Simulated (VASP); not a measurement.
A run of VASP 6.6.1 is set up as follows.

Contents of POSCAR:

```
AlGaN2
1.0
    3.2351033602      0.0000000000      0.0000000000
    0.0000000000      3.2351033602      0.0000000000
    0.0000000000      0.0000000000      4.4901955091
Al Ga N
1 1 2
Direct
    0.5000000000      0.5000000000      0.5000000000
    0.0000000000      0.0000000000      0.0000000000
    0.5000000000      0.0000000000      0.7382648100
    0.0000000000      0.5000000000      0.2617351900
```

Contents of INCAR.step1:

```
SYSTEM = AlGaN2
PREC     = Accurate       ! precision mode
ENCUT    = 520            ! plane-wave cutoff, eV
ISMEAR   = 0              ! smearing method
SIGMA    = 0.05           ! smearing width, eV
LREAL    = .False.        ! projectors in reciprocal space
LASPH    = .True.         ! aspherical terms in the spheres
NELM     = 100            ! most SCF steps
NBANDS   = 21             ! bands
GGA      = PE             ! functional
ALGO     = Normal         ! electronic algorithm
EDIFF    = 1E-4           ! SCF threshold, eV
LWAVE    = .True.         ! write WAVECAR
LCHARG   = .False.        ! write CHGCAR
```

The input INCAR.step2:

```
SYSTEM = AlGaN2
PREC     = Accurate       ! precision mode
ENCUT    = 520            ! plane-wave cutoff, eV
EDIFF    = 1E-6           ! SCF threshold, eV
ISMEAR   = 0              ! smearing method
SIGMA    = 0.05           ! smearing width, eV
LREAL    = .False.        ! projectors in reciprocal space
LASPH    = .True.         ! aspherical terms in the spheres
NELM     = 100            ! most SCF steps
ALGO     = Normal         ! electronic algorithm
ISIF     = 2              ! what is computed and relaxed
LWAVE    = .False.        ! write WAVECAR
LCHARG   = .False.        ! write CHGCAR
METAGGA  = R2SCAN         ! meta-GGA
LMIXTAU  = .True.       
NBANDS   = 21             ! bands
ISTART   = 1
```

The input KPOINTS:

```
Automatic mesh
0
Gamma
  8 8 6
  0 0 0
```

Potentials or basis: VASP PAW PBE potentials, release 64 (Al, Ga_d, N).

Run with:

```bash
$ cat potpaw_PBE.64/Al/POTCAR potpaw_PBE.64/Ga_d/POTCAR potpaw_PBE.64/N/POTCAR > POTCAR
$ cp INCAR.step1 INCAR
$ mpirun -np 1 vasp_std > vasp.out
$ cp INCAR.step2 INCAR
$ mpirun -np 1 vasp_std > vasp.out
```

(1) Estimate the largest force.

(2) What does it give for the band gap on the k mesh?

Results:

(1) 0.017 eV/Å.

(2) 2.82 eV, direct.

Caveat: the cell differs from its parent crystal (strain +0.030 along x and y, +0.015 along z); the PAW data sets were made with another functional, which shifts forces and pressure a little.
